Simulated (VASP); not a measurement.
# Ga (Cmce) in VASP: notebook

Runs on Ga. Level: r2SCAN. Tasks: single point.

Everything below comes from runs of VASP 6.6.1. Logs are shortened: lines on timing, memory, paths and dates and some standing lists are left out, and cuts for length are marked.

## 1. The cell of the first run

It takes space group Cmce (No. 64, orthorhombic). The conventional cell has a = 4.464 Å, b = 7.586 Å, c = 4.535 Å, α = 90.00°, β = 90.00°, γ = 90.00°. Within 3.3 Å of Ga (site symmetry m) lie 7 Ga at 2.49 to 2.76 Å.

## 2. Single point, r2SCAN (19.19 Å³/atom)

The input, POSCAR:

```
Ga
1.0
    2.2318503322     -3.7932284539      0.0000000000
    2.2318503322      3.7932284539      0.0000000000
    0.0000000000      0.0000000000      4.5346410363
Ga
4
Direct
    0.8442341898      0.1557658102      0.0855794265
    0.6557658102      0.3442341898      0.5855794265
    0.1557658102      0.8442341898      0.9144205735
    0.3442341898      0.6557658102      0.4144205735
```

The input, INCAR.step1:

```
SYSTEM = Ga
  ALGO = Normal
  EDIFF = 1E-4
  ENCUT = 520
  GGA = PE
  ISMEAR = -1
  LASPH = .TRUE.
  LCHARG = .FALSE.
  LREAL = .FALSE.
  LWAVE = .TRUE.
  NBANDS = 34
  NELM = 60
  PREC = Accurate
  SIGMA = 0.1
```

The input, INCAR.step2:

```
SYSTEM = Ga
  ALGO = Normal
  EDIFF = 1E-6
  ENCUT = 520
  ISIF = 2
  ISMEAR = -1
  ISTART = 1
  LASPH = .TRUE.
  LCHARG = .TRUE.
  LELF = .TRUE.
  LMIXTAU = .TRUE.
  LREAL = .FALSE.
  LVHAR = .TRUE.
  LWAVE = .FALSE.
  METAGGA = R2SCAN
  NBANDS = 34
  NELM = 60
  PREC = Accurate
  SIGMA = 0.1
```

The input, KPOINTS:

```
k-points
0
G
  11 11 9
  0 0 0
```

Potentials or basis: VASP PAW PBE potentials, release 64 (Ga_d).

On the command line:

```bash
cat potpaw_PBE.64/Ga_d/POTCAR > POTCAR
cp INCAR.step1 INCAR
mpirun -np 1 vasp_std > vasp.out
cp INCAR.step2 INCAR
mpirun -np 1 vasp_std > vasp.out
```

OUTCAR:

```text
SYSTEM = Ga
   EDIFF = 1E-6
   ENCUT = 520
   ISIF = 2
   ISMEAR = -1
   ISTART = 1
   LASPH = .TRUE.
   LREAL = .FALSE.
   METAGGA = R2SCAN
   NELM = 60
   PREC = Accurate

 ion  position               nearest neighbor table
   1  0.844  0.156  0.086-   3 2.49   2 2.68   2 2.68   4 2.68   4 2.68   3 2.76   3 2.76
   2  0.656  0.344  0.586-   4 2.49   1 2.68   1 2.68   3 2.68   3 2.68   4 2.76   4 2.76
   3  0.156  0.844  0.914-   1 2.49   4 2.68   4 2.68   2 2.68   2 2.68   1 2.76   1 2.76
   4  0.344  0.656  0.414-   2 2.49   3 2.68   3 2.68   1 2.68   1 2.68   2 2.76   2 2.76

  LATTYP: Found a base centered orthorhombic cell.
 ALAT       =     4.4637006644
 B/A-ratio  =     1.6995890805
 C/A-ratio  =     1.0158927261

  Lattice vectors:

 A1 = (   2.2318503322,  -3.7932284539,   0.0000000000)
 A2 = (   2.2318503322,   3.7932284539,   0.0000000000)
 A3 = (   0.0000000000,   0.0000000000,   4.5346410363)

Analysis of symmetry for initial positions (statically):
=====================================================================
 Subroutine PRICEL returns:
 Original cell was already a primitive cell.

 Routine SETGRP: Setting up the symmetry group for a
 base centered orthorhombic supercell.

 Subroutine GETGRP returns: Found  8 space group operations
 (whereof  4 operations were pure point group operations)
 out of a pool of  8 trial point group operations.

The static configuration has the point symmetry C_2h.
 The point group associated with its full space group is D_2h.

Analysis of symmetry for dynamics (positions and initial velocities):
=====================================================================
 Subroutine PRICEL returns:
 Original cell was already a primitive cell.

 Routine SETGRP: Setting up the symmetry group for a
 base centered orthorhombic supercell.

 Subroutine GETGRP returns: Found  8 space group operations
 (whereof  4 operations were pure point group operations)
 out of a pool of  8 trial point group operations.

The dynamic configuration has the point symmetry C_2h.
 The point group associated with its full space group is D_2h.

 Subroutine INISYM returns: Found  8 space group operations
 (whereof  4 operations are pure point group operations),
 and found     1 'primitive' translations

----------------------------------------------------------------------------------------

                                     Primitive cell

  volume of cell :      76.7798

  direct lattice vectors                    reciprocal lattice vectors
     2.231850332 -3.793228454  0.000000000     0.224029359 -0.131813838  0.000000000
     2.231850332  3.793228454  0.000000000     0.224029359  0.131813838  0.000000000
     0.000000000  0.000000000  4.534641036     0.000000000  0.000000000  0.220524622

  length of vectors
     4.401106453  4.401106453  4.534641036     0.259930840  0.259930840  0.220524622

  position of ions in fractional coordinates (direct lattice)
     0.844234190  0.155765810  0.085579426
     0.655765810  0.344234190  0.585579426
     0.155765810  0.844234190  0.914420574
     0.344234190  0.655765810  0.414420574

  ion indices of the primitive-cell ions
   primitive index   ion index
                 1           1
                 2           2
                 3           3
                 4           4

----------------------------------------------------------------------------------------

 KPOINTS: k-points

Automatic generation of k-mesh.
 Grid dimensions read from file:
 generate k-points for:   11   11    9

 Generating k-lattice:

  Cartesian coordinates                     Fractional coordinates (reciprocal lattice)
     0.020366305 -0.011983076  0.000000000     0.090909091 -0.000000000  0.000000000
     0.020366305  0.011983076  0.000000000    -0.000000000  0.090909091  0.000000000
     0.000000000  0.000000000  0.024502736     0.000000000  0.000000000  0.111111111

  Length of vectors
     0.023630076  0.023630076  0.024502736

  Shift w.r.t. Gamma in fractional coordinates (k-lattice)
     0.000000000  0.000000000  0.000000000

 Subroutine IBZKPT returns following result:
 ===========================================

 Found    180 irreducible k-points:

 Following reciprocal coordinates:
            Coordinates               Weight
  0.000000  0.000000  0.000000      1.000000
  0.090909  0.000000  0.000000      4.000000
  0.181818  0.000000  0.000000      4.000000
  0.272727  0.000000  0.000000      4.000000
  0.363636  0.000000  0.000000      4.000000
  0.454545  0.000000  0.000000      4.000000
[... 16 lines left out ...]
 -0.272727  0.181818  0.000000      4.000000
 -0.181818  0.181818  0.000000      2.000000
 [... further k-points ...]
   k-points           NKPTS =    180   k-points in BZ     NKDIM =    180   number of bands    NBANDS=     34
   number of dos      NEDOS =    301   number of ions     NIONS =      4
   total plane-waves  NPLWV =  46656
   dimension x,y,z NGX =    36 NGY =   36 NGZ =   36
   dimension x,y,z NGXF=    72 NGYF=   72 NGZF=   72
   ions per type =               4
   NGX,Y,Z   is equivalent  to a cutoff of  13.60, 13.60, 13.20 a.u.
   NGXF,Y,Z  is equivalent  to a cutoff of  27.20, 27.20, 26.40 a.u.
 SYSTEM =  Ga
   PREC   = accura    normal or accurate (medium, high low for compatibility)
   ISTART =      1    job   : 0-new  1-cont  2-samecut
   ICHARG =      0    charge: 1-file 2-atom 10-const
   ISPIN  =      1    spin polarized calculation?
   LNONCOLLINEAR =      F non collinear calculations
   LSORBIT =      F    spin-orbit coupling
   LASPH  =      T    aspherical Exc in radial PAW
   ENCUT  =  520.0 eV  38.22 Ry    6.18 a.u.   8.18  8.18  8.43*2*pi/ulx,y,z
   NELM   =     60;   NELMIN=  2; NELMDL=  0     # of ELM steps
   EDIFF  = 0.1E-05   stopping-criterion for ELM
   LREAL  =      F    real-space projection
   EDIFFG = 0.1E-04   stopping-criterion for IOM
   NSW    =      0    number of steps for IOM
   IBRION =     -1    ionic relax: 0-MD 1-quasi-New 2-CG
   NFREE  =      0    steps in history (QN), initial steepest desc. (CG)
   ISIF   =      2    stress and relaxation
   ISYM   =      2    0-nonsym 1-usesym 2-fastsym
   POTIM  = 0.5000    time-step for ionic-motion
   TEBEG  =    0.0;   TEEND  =   0.0 temperature during run
   PSTRESS=    0.0 pullay stress
   NELECT =      52.0000    total number of electrons
   NUPDOWN=      -1.0000    fix difference up-down
   EMIN   =  10.00;   EMAX   =-10.00  energy-range for DOS
   EFERMI =   0.00;   METHOD = LEGACY
   ISMEAR =    -1;   SIGMA  =   0.10  broadening in eV -4-tet -1-fermi 0-gaus
   EFERMI_NEDOS =   21; number of points for ismear=-14 and -15
   IALGO  =     38    algorithm
   IMIX   =      4    mixing-type and parameters
     AMIX     =   0.40;   BMIX     =  1.00
     AMIX_MAG =   1.60;   BMIX_MAG =  1.00
  volume/ion in A,a.u.               =      19.19       129.53
  Fermi-wavevector in a.u.,A,eV,Ry     =   1.437674  2.716809 28.121954  2.066905
  Thomas-Fermi vector in A             =   2.556725
   LORBIT       =      0    0 simple, 1 ext, 2 COOP (PROOUT), +10 PAW based schemes
   METAGGA = R2SCAN    functional components
   LHFCALC =     F    Hartree Fock is set to
   AEXX    =    0.0000 exact exchange contribution
   IVDW    =     0    specifies the selected vdW correction
   LEPSILON=     F    determine dielectric tensor
   LRPA    =     F    only Hartree local field effects (RPA)
 non-spin polarized calculation
  energy-cutoff  :      520.00
  volume of cell :       76.78
 maximum number of plane-waves:      2088
 NGX is ok and might be reduce to    36
   NGX = 17   NGY = 17   NGZ = 17

 number of electron      52.0000022 magnetization

 Free energy of the ion-electron system (eV)
  ---------------------------------------------------
  ext. energy  EPLUGINS =         0.00000000
  ---------------------------------------------------
  free energy    TOTEN  =       -45.78087532 eV

  energy without entropy =      -45.75626813  energy(sigma->0) =      -45.76857172

 E-fermi :   5.0963     XC(G=0): -11.7658

 val. band max:        5.0933276678   @ k =  -0.4545   0.3636   0.2222
 cond. band min:       5.0987361251   @ k =   0.0000   0.0000   0.4444
 fundamental gap:      0.0054084573
 Fermi energy:         5.0963021816

 k-point     1 :       0.0000    0.0000    0.0000
  band No.  band energies     occupation
      1     -10.6141      2.00000
      2     -10.6014      2.00000
      3     -10.5629      2.00000
      4     -10.5518      2.00000
      5     -10.5358      2.00000
      6     -10.5089      2.00000
[... 26 lines left out ...]
     33      12.2838      0.00000
     34      12.9066      0.00000

 k-point     2 :       0.0909    0.0000    0.0000
  band No.  band energies     occupation
      1     -10.6163      2.00000
      2     -10.5975      2.00000
      3     -10.5662      2.00000
      4     -10.5550      2.00000
      5     -10.5280      2.00000
      6     -10.5068      2.00000
[... 26 lines left out ...]
     33      12.4786      0.00000
     34      12.9839      0.00000

 k-point     3 :       0.1818    0.0000    0.0000
  band No.  band energies     occupation
      1     -10.6193      2.00000
      2     -10.5870      2.00000
      3     -10.5754      2.00000
      4     -10.5620      2.00000
      5     -10.5134      2.00000
      6     -10.4956      2.00000
[... 26 lines left out ...]
     33      11.8896      0.00000
     34      12.8541      0.00000

 k-point     4 :       0.2727    0.0000    0.0000
  band No.  band energies     occupation
      1     -10.6193      2.00000
      2     -10.5838      2.00000
      3     -10.5797      2.00000
      4     -10.5619      2.00000
      5     -10.5108      2.00000
      6     -10.4916      2.00000
[... 26 lines left out ...]
     33      11.5197      0.00000
     34      12.9197      0.00000

 k-point     5 :       0.3636    0.0000    0.0000
  band No.  band energies     occupation
      1     -10.6172      2.00000
      2     -10.5882      2.00000
      3     -10.5816      2.00000
      4     -10.5480      2.00000
      5     -10.5207      2.00000
      6     -10.5148      2.00000
[... 621 lines left out ...]
 k-point    22 :      -0.3636    0.1818    0.0000
  band No.  band energies     occupation
      1     -10.6299      2.00000
      2     -10.6206      2.00000
      3     -10.5517      2.00000
      4     -10.5483      2.00000
      5     -10.5429      2.00000
      6     -10.4997      2.00000
[... 26 lines left out ...]
     33      11.9414      0.00000
     34      13.5399      0.00000

 k-point    23 :      -0.2727    0.1818    0.0000
  band No.  band energies     occupation
      1     -10.6291      2.00000
      2     -10.6101      2.00000
      3     -10.5586      2.00000
      4     -10.5496      2.00000
      5     -10.5400      2.00000
      6     -10.5143      2.00000
[... 26 lines left out ...]
     33      11.0070      0.00000
     34      12.2986      0.00000

 k-point    24 :      -0.1818    0.1818    0.0000
  band No.  band energies     occupation
      1     -10.6266      2.00000
      2     -10.6008      2.00000
      3     -10.5670      2.00000
      4     -10.5483      2.00000
      5     -10.5351      2.00000
      6     -10.5188      2.00000
[... 26 lines left out ...]
     33      11.1070      0.00000
     34      11.6499      0.00000

 [... further k-points ...]
[... 5 lines left out ...]
  --------------------------------------------------------------------------------------
  -------------------------------------------------------------------------------------
  Total        0.1964216      0.1470433     -0.0554061      0.0000000      0.0000000      0.0000000
  in kB        4.0987633      3.0683779     -1.1561695      0.0000000      0.0000000      0.0000000
  external PRESSURE =       2.0036572 kB  Pullay stress =       0.0000000 kB

 VOLUME and BASIS-vectors are now :
 -----------------------------------------------------------------------------
  energy-cutoff  :      520.00
  volume of cell :       76.78
      direct lattice vectors                 reciprocal lattice vectors
     2.231850332 -3.793228454  0.000000000     0.224029359 -0.131813838  0.000000000
     2.231850332  3.793228454  0.000000000     0.224029359  0.131813838  0.000000000
     0.000000000  0.000000000  4.534641036     0.000000000  0.000000000  0.220524622

 POSITION                                       TOTAL-FORCE (eV/Angst)
 -----------------------------------------------------------------------------------
      2.23185     -2.61152      0.38807         0.000000      0.014136      0.002816
      2.23185     -1.18171      2.65539         0.000000     -0.014136      0.002816
      2.23185      2.61152      4.14657         0.000000     -0.014136     -0.002816
      2.23185      1.18171      1.87925         0.000000      0.014136     -0.002816
 -----------------------------------------------------------------------------------
    total drift:                               -0.000000      0.000000     -0.000000

  FREE ENERGIE OF THE ION-ELECTRON SYSTEM (eV)
  ---------------------------------------------------
  free  energy   TOTEN  =       -45.7808753195 eV

  energy  without entropy=      -45.7562681296  energy(sigma->0) =      -45.76857172
```

Run time: 8.8 min. Hardware: 1 thread of Intel Xeon 6975P-C (Granite Rapids), shared host; peak memory 0.45 GiB.

Results:

| Property | Result |
| --- | --- |
| Free energy | -45.7809 eV |
| Pressure | 0.2 GPa |
| Largest force | 0.014 eV/Å |
| Band gap on the k mesh | zero (bands 26 and 27 overlap by 1.23 eV) |

Forces in eV/Å, atoms in the order of the input:
```
Ga   0.000  0.014  0.003
Ga   0.000 -0.014  0.003
Ga   0.000 -0.014 -0.003
Ga   0.000  0.014 -0.003
```

Stress tensor (GPa, compression positive):
```
 0.41  0.00  0.00
 0.00  0.31  0.00
 0.00  0.00 -0.12
```

Caveat: the PAW data sets were made with another functional, which shifts forces and pressure a little.

## 3. Single point, r2SCAN

The input, POSCAR:

```
Ga
1.0
    2.2318501700     -3.7932285796      0.0000000000
    2.2318501700      3.7932285796      0.0000000000
    0.0000000000      0.0000000000      4.5346411306
Ga
4
Direct
    0.8442341977      0.1557658023      0.0855794111
    0.6557658023      0.3442341977      0.5855794111
    0.1557658023      0.8442341977      0.9144205889
    0.3442341977      0.6557658023      0.4144205889
```

The input, INCAR.step1:

```
PREC     = Accurate       # precision mode
ENCUT    = 520            # plane-wave cutoff, eV
ISMEAR   = 1              # smearing method
SIGMA    = 0.01           # smearing width, eV
LREAL    = F              # projectors in reciprocal space
LASPH    = T              # aspherical terms in the spheres
NELM     = 60             # most SCF steps
NBANDS   = 34             # bands
GGA      = PE             # functional
ALGO     = Normal         # electronic algorithm
EDIFF    = 1E-4           # SCF threshold, eV
LWAVE    = T              # write WAVECAR
LCHARG   = F              # write CHGCAR
```

The input, INCAR.step2:

```
PREC     = Accurate       # precision mode
ENCUT    = 520            # plane-wave cutoff, eV
EDIFF    = 1E-7           # SCF threshold, eV
ISMEAR   = 1              # smearing method
SIGMA    = 0.01           # smearing width, eV
LREAL    = F              # projectors in reciprocal space
LASPH    = T              # aspherical terms in the spheres
NELM     = 60             # most SCF steps
ALGO     = Normal         # electronic algorithm
ISIF     = 2              # what is computed and relaxed
LWAVE    = F              # write WAVECAR
LCHARG   = F              # write CHGCAR
METAGGA  = R2SCAN         # meta-GGA
LMIXTAU  = T            
NBANDS   = 34             # bands
ISTART   = 1
```

The input, KPOINTS:

```
Automatic mesh
0
Gamma
  8 8 7
```

Potentials or basis: VASP PAW PBE potentials, release 64 (Ga_d).

On the command line:

```bash
cat potpaw_PBE.64/Ga_d/POTCAR > POTCAR
cp INCAR.step1 INCAR
mpirun -np 1 vasp_std > vasp.out
cp INCAR.step2 INCAR
mpirun -np 1 vasp_std > vasp.out
```

Wall time 18 min (1 thread of Oxide Virtual Turin-like, shared host); peak memory 0.28 GiB.

The run converged. Its results:

```
Free energy            : -45.7608 eV
Pressure               : 0.1 GPa
Largest force          : 0.010 eV/Å
Band gap on the k mesh : zero (bands 26 and 27 overlap by 1.05 eV)
```

Forces in eV/Å, atoms in the order of the input:
```
Ga   0.000 -0.007  0.007
Ga   0.000  0.007  0.007
Ga   0.000  0.007 -0.007
Ga   0.000 -0.007 -0.007
```

Stress tensor (GPa, compression positive):
```
 0.15  0.00  0.00
 0.00 -0.03  0.00
 0.00  0.00  0.18
```

Levels at points of the mesh, in eV from the Fermi level:
```csv
k point,band 24,band 25,band 26,band 27,band 28,band 29
"(0.00, 0.00, 0.00)",-1.87,-1.51,-0.81,1.00,1.18,1.28
"(0.50, 0.00, 0.00)",-3.58,-1.62,-1.62,0.86,0.86,4.44
"(0.50, 0.50, 0.00)",-3.50,-1.88,-1.75,1.13,1.23,3.72
```

Caveat: the PAW data sets were made with another functional, which shifts forces and pressure a little.

The gap in the log of VASP goes by the Fermi energy; the results here count the filled bands.